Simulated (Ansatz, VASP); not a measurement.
## CdHg2S3: VASP beside Ansatz

File INCAR:

```
SYSTEM = CdHg2S3
ALGO     = Normal         ! electronic algorithm
EDIFF    = 1E-6           ! SCF threshold, eV
ENCUT    = 520            ! plane-wave cutoff, eV
GGA      = PE             ! functional
ISIF     = 2              ! what is computed and relaxed
ISMEAR   = 0              ! smearing method
LASPH    = .True.         ! aspherical terms in the spheres
LCHARG   = .True.         ! write CHGCAR
LELF     = .True.         ! ELF
LREAL    = .False.        ! projectors in reciprocal space
LVHAR    = .True.       
LWAVE    = .False.        ! write WAVECAR
NBANDS   = 36             ! bands
NELM     = 60             ! most SCF steps
PREC     = Accurate       ! precision mode
SIGMA    = 0.1            ! smearing width, eV
```

File KPOINTS:

```
k-points
0
Gamma
  3 3 3
  0 0 0
```

Contents of POSCAR:

```
CdHg2S3
1.0
    3.1356992400      1.8103968000      4.6723000000
   -3.1356992400      1.8103968000      4.6723000000
    0.0000000000     -3.6207936000      4.6723000000
Cd Hg S
1 2 3
Direct
    0.0000000000      0.0000000000      0.0000000000
    0.6269865000      0.6269865000      0.6269865000
    0.3730135000      0.3730135000      0.3730135000
    0.0000000000      0.5000000000      0.0000000000
    0.5000000000      0.0000000000      0.0000000000
    0.0000000000      0.0000000000      0.5000000000
```

Input for Ansatz:

```yaml
crystal:
  lattice:
    - [3.13569924, 1.8103968, 4.6723]
    - [-3.13569924, 1.8103968, 4.6723]
    - [0.0, -3.6207936, 4.6723]
  atoms:
    - { symbol: Cd, position: [0.0, 0.0, 0.0] }
    - { symbol: Hg, position: [0.6269865, 0.6269865, 0.6269865] }
    - { symbol: Hg, position: [0.3730135, 0.3730135, 0.3730135] }
    - { symbol: S, position: [0.0, 0.5, 0.0] }
    - { symbol: S, position: [0.5, 0.0, 0.0] }
    - { symbol: S, position: [0.0, 0.0, 0.5] }
basis:
  ecutwfc: 420
kpoints:
  mp_grid: { grid: [3, 3, 3] }
hamiltonian:
  xc: pbe
scf:
  occupations: { method: gaussian, width: 0.1 }
  lower_state_search: "off"
output:
  forces: true
  stress: true
  eigenvalues: true
```

Change from the starting cell: species swapped into the Zr2VCo3 type (R-3m, No. 166).

Alike in both runs: task single point; functional PBE; k mesh 3 × 3 × 3; occupations gaussian, width 0.1 eV; no spin polarisation.

|  | VASP | Ansatz |
| --- | --- | --- |
| version | VASP 6.6.1 | Ansatz 0.2.0 |
| potentials or method | VASP PAW PBE potentials, release 64 (Cd, Hg, S), cutoff 520 eV | scalar-relativistic, plane waves, PAW |
| valence electrons in the cell | 54 | 78 |

|  | VASP | Ansatz | Ansatz less VASP |
| --- | --- | --- | --- |
| gap on the k mesh at the Fermi level (eV) | none | none | - |
| pressure (GPa) | -5.5 | -5.5 | -0.05 |
| traceless stress, the component that is largest in VASP (GPa) | -1.16 | -1.22 | -0.061 |
| rms of the force components (eV/Å) | 0.006 | 0.006 | -0.0002 |

Atom by atom the forces differ by 0.000 eV/Å (rms over components). A gap of «none» marks a metal or a gap that the smearing closes. VASP's potentials hold 54 valence electrons a cell and Ansatz's 78, so a difference there can come from the potentials and not from the codes.

The k mesh is coarse, so the values compare programs but aren't converged. Neither program's run includes spin-orbit coupling.
